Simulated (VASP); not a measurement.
# Pb (P6_3/mmc) in VASP: a series of runs

Pb is run at these levels: LDA, PBE, PBEsol; tasks: single point.

All numbers are computed with VASP 6.6.1; they aren't measurements. Logs are shortened: lines on timing, memory, paths and dates and some standing lists are left out, and cuts for length are marked.

### 1 The cell of the first run

It takes space group P6_3/mmc (No. 194, hexagonal). The conventional cell has a = 3.433 Å, b = 3.433 Å, c = 5.514 Å, α = 90.00°, β = 90.00°, γ = 120.00°. Pb (site symmetry -6m2) has 12 Pb at 3.40 to 3.43 Å within 4.5 Å.

### 2 Single point, LDA

Contents of INCAR:

```
PREC     = Accurate       # precision mode
ENCUT    = 520            # plane-wave cutoff, eV
EDIFF    = 1E-6           # SCF threshold, eV
ISMEAR   = -1             # smearing method
SIGMA    = 0.05           # smearing width, eV
LREAL    = False          # projectors in reciprocal space
LASPH    = True           # aspherical terms in the spheres
NELM     = 100            # most SCF steps
ALGO     = Normal         # electronic algorithm
ISIF     = 2              # what is computed and relaxed
LWAVE    = False          # write WAVECAR
LCHARG   = False          # write CHGCAR
NBANDS   = 21             # bands
```

Contents of KPOINTS:

```
regular mesh
0
Gamma
  9 9 5
```

Contents of POSCAR:

```
Pb
1.0
    3.4329672075      0.0000000000      0.0000000000
   -1.7164836037      2.9730368121      0.0000000000
    0.0000000000      0.0000000000      5.5144501982
Pb
2
Direct
    0.6666666667      0.3333333333      0.7500000000
    0.3333333333      0.6666666667      0.2500000000
```

Potentials or basis: VASP PAW LDA potentials, release 64 (Pb_d).

Run with:

```console
cat potpaw_LDA.64/Pb_d/POTCAR > POTCAR
mpirun -np 1 vasp_std > vasp.out
```

OUTCAR:

```text
PREC = Accurate
   ENCUT = 520
   EDIFF = 1E-6
   ISMEAR = -1
   LREAL = False
   LASPH = True
   NELM = 100
   ISIF = 2

 ion  position               nearest neighbor table
   1  0.667  0.333  0.750-   2 3.40   2 3.40   2 3.40   2 3.40   2 3.40   2 3.40
   2  0.333  0.667  0.250-   1 3.40   1 3.40   1 3.40   1 3.40   1 3.40   1 3.40

  LATTYP: Found a hexagonal cell.
 ALAT       =     3.4329672075
 C/A-ratio  =     1.6063218391

  Lattice vectors:

 A1 = (   3.4329672075,   0.0000000000,   0.0000000000)
 A2 = (  -1.7164836037,   2.9730368121,   0.0000000000)
 A3 = (   0.0000000000,   0.0000000000,   5.5144501982)

Analysis of symmetry for initial positions (statically):
=====================================================================
 Subroutine PRICEL returns:
 Original cell was already a primitive cell.

 Routine SETGRP: Setting up the symmetry group for a
 hexagonal supercell.

 Subroutine GETGRP returns: Found 24 space group operations
 (whereof 12 operations were pure point group operations)
 out of a pool of 24 trial point group operations.

The static configuration has the point symmetry D_3d.
 The point group associated with its full space group is D_6h.

Analysis of symmetry for dynamics (positions and initial velocities):
=====================================================================
 Subroutine PRICEL returns:
 Original cell was already a primitive cell.

 Routine SETGRP: Setting up the symmetry group for a
 hexagonal supercell.

 Subroutine GETGRP returns: Found 24 space group operations
 (whereof 12 operations were pure point group operations)
 out of a pool of 24 trial point group operations.

The dynamic configuration has the point symmetry D_3d.
 The point group associated with its full space group is D_6h.

 Subroutine INISYM returns: Found 24 space group operations
 (whereof 12 operations are pure point group operations),
 and found     1 'primitive' translations

----------------------------------------------------------------------------------------

                                     Primitive cell

  volume of cell :      56.2823

  direct lattice vectors                    reciprocal lattice vectors
     3.432967207  0.000000000  0.000000000     0.291293199  0.168178207  0.000000000
    -1.716483604  2.973036812  0.000000000     0.000000000  0.336356414  0.000000000
     0.000000000  0.000000000  5.514450198     0.000000000  0.000000000  0.181341741

  length of vectors
     3.432967207  3.432967208  5.514450198     0.336356414  0.336356414  0.181341741

  position of ions in fractional coordinates (direct lattice)
     0.666666667  0.333333333  0.750000000
     0.333333333  0.666666667  0.250000000

  ion indices of the primitive-cell ions
   primitive index   ion index
                 1           1
                 2           2

----------------------------------------------------------------------------------------

 KPOINTS: regular mesh

Automatic generation of k-mesh.
 Grid dimensions read from file:
 generate k-points for:    9    9    5

 Generating k-lattice:

  Cartesian coordinates                     Fractional coordinates (reciprocal lattice)
     0.032365911  0.018686467  0.000000000     0.111111111  0.000000000  0.000000000
     0.000000000  0.037372935  0.000000000     0.000000000  0.111111111  0.000000000
     0.000000000  0.000000000  0.036268348     0.000000000  0.000000000  0.200000000

  Length of vectors
     0.037372935  0.037372935  0.036268348

  Shift w.r.t. Gamma in fractional coordinates (k-lattice)
     0.000000000  0.000000000  0.000000000

 Subroutine IBZKPT returns following result:
 ===========================================

 Found     36 irreducible k-points:

 Following reciprocal coordinates:
            Coordinates               Weight
  0.000000  0.000000  0.000000      1.000000
  0.111111  0.000000  0.000000      6.000000
  0.222222  0.000000  0.000000      6.000000
  0.333333  0.000000  0.000000      6.000000
  0.444444  0.000000  0.000000      6.000000
  0.111111  0.111111  0.000000      6.000000
[... 16 lines left out ...]
  0.333333  0.222222  0.200000     24.000000
  0.333333  0.333333  0.200000      4.000000
 [... further k-points ...]
   k-points           NKPTS =     36   k-points in BZ     NKDIM =     36   number of bands    NBANDS=     21
   number of dos      NEDOS =    301   number of ions     NIONS =      2
   total plane-waves  NPLWV =  32928
   dimension x,y,z NGX =    28 NGY =   28 NGZ =   42
   dimension x,y,z NGXF=    56 NGYF=   56 NGZF=   84
   ions per type =               2
   NGX,Y,Z   is equivalent  to a cutoff of  13.56, 13.56, 12.66 a.u.
   NGXF,Y,Z  is equivalent  to a cutoff of  27.12, 27.12, 25.32 a.u.
 SYSTEM =  unknown system
   PREC   = accura    normal or accurate (medium, high low for compatibility)
   ISTART =      0    job   : 0-new  1-cont  2-samecut
   ICHARG =      2    charge: 1-file 2-atom 10-const
   ISPIN  =      1    spin polarized calculation?
   LNONCOLLINEAR =      F non collinear calculations
   LSORBIT =      F    spin-orbit coupling
   LASPH  =      T    aspherical Exc in radial PAW
   ENCUT  =  520.0 eV  38.22 Ry    6.18 a.u.   6.38  6.38 10.25*2*pi/ulx,y,z
   NELM   =    100;   NELMIN=  2; NELMDL= -5     # of ELM steps
   EDIFF  = 0.1E-05   stopping-criterion for ELM
   LREAL  =      F    real-space projection
   EDIFFG = 0.1E-04   stopping-criterion for IOM
   NSW    =      0    number of steps for IOM
   IBRION =     -1    ionic relax: 0-MD 1-quasi-New 2-CG
   NFREE  =      0    steps in history (QN), initial steepest desc. (CG)
   ISIF   =      2    stress and relaxation
   ISYM   =      2    0-nonsym 1-usesym 2-fastsym
   POTIM  = 0.5000    time-step for ionic-motion
   TEBEG  =    0.0;   TEEND  =   0.0 temperature during run
   PSTRESS=    0.0 pullay stress
   NELECT =      28.0000    total number of electrons
   NUPDOWN=      -1.0000    fix difference up-down
   EMIN   =  10.00;   EMAX   =-10.00  energy-range for DOS
   EFERMI =   0.00;   METHOD = LEGACY
   ISMEAR =    -1;   SIGMA  =   0.05  broadening in eV -4-tet -1-fermi 0-gaus
   EFERMI_NEDOS =   21; number of points for ismear=-14 and -15
   IALGO  =     38    algorithm
   IMIX   =      4    mixing-type and parameters
     AMIX     =   0.40;   BMIX     =  1.00
     AMIX_MAG =   1.60;   BMIX_MAG =  1.00
  volume/ion in A,a.u.               =      28.14       189.91
  Fermi-wavevector in a.u.,A,eV,Ry     =   1.297190  2.451333 22.894535  1.682701
  Thomas-Fermi vector in A             =   2.428598
   LORBIT       =      0    0 simple, 1 ext, 2 COOP (PROOUT), +10 PAW based schemes
   GGA     = CA    functional components
   LHFCALC =     F    Hartree Fock is set to
   AEXX    =    0.0000 exact exchange contribution
   IVDW    =     0    specifies the selected vdW correction
   LEPSILON=     F    determine dielectric tensor
   LRPA    =     F    only Hartree local field effects (RPA)
 non-spin polarized calculation
  energy-cutoff  :      520.00
  volume of cell :       56.28
 maximum number of plane-waves:      1529
 NGX is ok and might be reduce to    28
   NGX = 13   NGY = 13   NGZ = 21

 number of electron      28.0000001 magnetization

 Free energy of the ion-electron system (eV)
  ---------------------------------------------------
  ext. energy  EPLUGINS =         0.00000000
  ---------------------------------------------------
  free energy    TOTEN  =        -8.45043555 eV

  energy without entropy =       -8.44143154  energy(sigma->0) =       -8.44593354

 E-fermi :   7.8440     XC(G=0): -10.8184

 val. band max:        7.8206411342   @ k =   0.3333   0.1111   0.2000
 cond. band min:       7.9778508549   @ k =   0.3333   0.3333   0.2000
 fundamental gap:      0.1572097208
 Fermi energy:         7.8439934924

 k-point     1 :       0.0000    0.0000    0.0000
  band No.  band energies     occupation
      1      -9.2446      2.00000
      2      -9.1795      2.00000
      3      -9.1795      2.00000
      4      -9.1793      2.00000
      5      -9.1505      2.00000
      6      -9.1505      2.00000
[... 13 lines left out ...]
     20      17.0477      0.00000
     21      19.5438      0.00000

 k-point     2 :       0.1111    0.0000    0.0000
  band No.  band energies     occupation
      1      -9.2433      2.00000
      2      -9.1994      2.00000
      3      -9.1495      2.00000
      4      -9.1451      2.00000
      5      -9.1294      2.00000
      6      -9.1174      2.00000
[... 13 lines left out ...]
     20      18.1621      0.00000
     21      18.6902      0.00000

 k-point     3 :       0.2222    0.0000    0.0000
  band No.  band energies     occupation
      1      -9.2929      2.00000
      2      -9.1827      2.00000
      3      -9.1551      2.00000
      4      -9.1366      2.00000
      5      -9.1247      2.00000
      6      -9.0575      2.00000
[... 13 lines left out ...]
     20      17.7280      0.00000
     21      18.9829      0.00000

 k-point     4 :       0.3333    0.0000    0.0000
  band No.  band energies     occupation
      1      -9.3493      2.00000
      2      -9.2173      2.00000
      3      -9.2007      2.00000
      4      -9.1700      2.00000
      5      -9.0669      2.00000
      6      -9.0019      2.00000
[... 13 lines left out ...]
     20      16.8561      0.00000
     21      18.8002      0.00000

 k-point     5 :       0.4444    0.0000    0.0000
  band No.  band energies     occupation
      1      -9.3844      2.00000
      2      -9.2614      2.00000
      3      -9.2180      2.00000
      4      -9.1904      2.00000
      5      -9.0312      2.00000
      6      -9.0286      2.00000
[... 13 lines left out ...]
     20      16.3967      0.00000
     21      18.6497      0.00000
[... 382 lines left out ...]
     20      15.9535      0.00000
     21      19.3954      0.00000

 k-point    22 :       0.2222    0.2222    0.2000
  band No.  band energies     occupation
      1      -9.2594      2.00000
      2      -9.2195      2.00000
      3      -9.1898      2.00000
      4      -9.1872      2.00000
      5      -9.0798      2.00000
      6      -9.0255      2.00000
[... 13 lines left out ...]
     20      18.3311      0.00000
     21      18.9910      0.00000

 k-point    23 :       0.3333    0.2222    0.2000
  band No.  band energies     occupation
      1      -9.2748      2.00000
      2      -9.2372      2.00000
      3      -9.1902      2.00000
      4      -9.1353      2.00000
      5      -9.0957      2.00000
      6      -9.0063      2.00000
[... 13 lines left out ...]
     20      18.9168      0.00000
     21      19.5661      0.00000

 k-point    24 :       0.3333    0.3333    0.2000
  band No.  band energies     occupation
      1      -9.2756      2.00000
      2      -9.1928      2.00000
      3      -9.1928      2.00000
      4      -9.0685      2.00000
      5      -9.0666      2.00000
      6      -9.0666      2.00000
[... 13 lines left out ...]
     20      20.8932      0.00000
     21      20.8933      0.00000

 [... further k-points ...]
[... 5 lines left out ...]
  --------------------------------------------------------------------------------------
  -------------------------------------------------------------------------------------
  Total        0.0536808      0.0536808      1.6446804      0.0000000      0.0000000      0.0000000
  in kB        1.5281200      1.5281200     46.8187622      0.0000000      0.0000000      0.0000000
  external PRESSURE =      16.6250007 kB  Pullay stress =       0.0000000 kB

 VOLUME and BASIS-vectors are now :
 -----------------------------------------------------------------------------
  energy-cutoff  :      520.00
  volume of cell :       56.28
      direct lattice vectors                 reciprocal lattice vectors
     3.432967207  0.000000000  0.000000000     0.291293199  0.168178207  0.000000000
    -1.716483604  2.973036812  0.000000000     0.000000000  0.336356414  0.000000000
     0.000000000  0.000000000  5.514450198     0.000000000  0.000000000  0.181341741

 POSITION                                       TOTAL-FORCE (eV/Angst)
 -----------------------------------------------------------------------------------
      1.71648      0.99101      4.13584         0.000000     -0.000000      0.000000
     -0.00000      1.98202      1.37861        -0.000000      0.000000      0.000000
 -----------------------------------------------------------------------------------
    total drift:                                0.000000     -0.000000      0.000000

  FREE ENERGIE OF THE ION-ELECTRON SYSTEM (eV)
  ---------------------------------------------------
  free  energy   TOTEN  =        -8.4504355456 eV

  energy  without entropy=       -8.4414315419  energy(sigma->0) =       -8.44593354
```

It took 30 s on 1 thread of Intel Xeon Platinum 8259CL at 2.50GHz (Skylake/Cascade Lake), shared host; peak memory 0.17 GiB.

What came out:

```
Free energy            : -8.4504 eV
Pressure               : 1.7 GPa
Band gap on the k mesh : zero (band 14 reaches 13.78 eV, above the bottom of band 15 at 5.73 eV)
```

Stress tensor (GPa, compression positive):
```
0.15 0.00 0.00
0.00 0.15 0.00
0.00 0.00 4.68
```

Caveat: spin-orbit coupling is left out, which moves the levels of the heavy elements.

(Continued in part 2 of 3.)
